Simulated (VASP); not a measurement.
Input of a VASP 6.6.1 run:

INCAR

```
  PREC = Accurate
  ENCUT = 600
  EDIFF = 1E-6
  ISMEAR = -1
  SIGMA = 0.1
  LREAL = False
  LASPH = True
  NELM = 150
  ALGO = Normal
  ISIF = 3
  LWAVE = False
  LCHARG = False
  ISPIN = 2
  MAGMOM = 1
  LORBIT = 11
  LMAXMIX = 4
  GGA = PE
  IBRION = 2
  NSW = 32
  EDIFFG = -0.005
  PSTRESS = 230.0
```

File KPOINTS:

```
regular mesh
0
Gamma
  19 19 19
```

POSCAR

```
Ni
1.0
    0.0000000000      1.7065558094      1.7065558094
    1.7065558094      0.0000000000      1.7065558094
    1.7065558094      1.7065558094      0.0000000000
Ni
1
Direct
    0.0000000000      0.0000000000      0.0000000000
```

Potentials or basis: VASP PAW PBE potentials, release 64 (Ni).

The run is started by

```sh
$ cat potpaw_PBE.64/Ni/POTCAR > POTCAR
$ mpirun -np 1 vasp_std > vasp.out
```

Question: Estimate the relaxed cell.

Answer: a = 2.412 Å, b = 2.412 Å, c = 2.412 Å, α = 60.00°, β = 60.00°, γ = 60.00°.

Question: Estimate the space group after relaxing (to 0.1 Å).

Answer: Fm-3m (No. 225).

The path:
```tsv
step	energy change (eV)	largest force (eV/Å)	pressure (GPa)	volume (Å³)
1	0.0000	0.0000	22.34	9.94
2	0.0085	0.0000	24.27	9.88
3	0.0029	0.0000	23.06	9.92
```

Caveat: the cell is relaxed towards a set pressure, so the run minimises the enthalpy, not the energy.
